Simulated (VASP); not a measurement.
Input of a VASP 6.6.1 run:

Contents of INCAR:

```
ALGO = Fast
EDIFF = 1E-7
ENCUT = 520
GGA = PE
ISIF = 2
ISMEAR = 0
LASPH = True
LCHARG = False
LREAL = False
LWAVE = False
NBANDS = 35
NELM = 80
PREC = Accurate
SIGMA = 0.1
```

The input KPOINTS:

```
k-points
0
Gamma
  4 4 4
```

The input POSCAR:

```
AlIn3Sb2
1.0
    5.7474469901      0.0000000000      0.0000000000
    0.0000000000      5.7474469901      0.0000000000
    0.0000000000      0.0000000000      6.0470312112
Al In Sb
1 3 2
Direct
    0.5000000000      0.5000000000      0.0000000000
    0.5000000000      0.0000000000      0.5000000000
    0.0000000000      0.5000000000      0.5000000000
    0.5000000000      0.5000000000      0.5000000000
    0.5000000000      0.0000000000      0.0000000000
    0.0000000000      0.5000000000      0.0000000000
```

Potentials or basis: VASP PAW PBE potentials, release 64 (Al, In_d, Sb).

The run is started by

```console
$ cat potpaw_PBE.64/Al/POTCAR potpaw_PBE.64/In_d/POTCAR potpaw_PBE.64/Sb/POTCAR > POTCAR
$ mpirun -np 1 vasp_std > vasp.out
```

Q: Estimate the band gap on the k mesh.

A: Zero (bands 26 and 27 overlap by 2.20 eV).

Q: Predict the pressure.

A: -0.1 GPa.

Stress tensor (GPa, compression positive):
```
 0.03  0.00  0.00
 0.00  0.03  0.00
 0.00  0.00 -0.23
```

Caveat: spin-orbit coupling is left out, which moves the levels of the heavy elements.
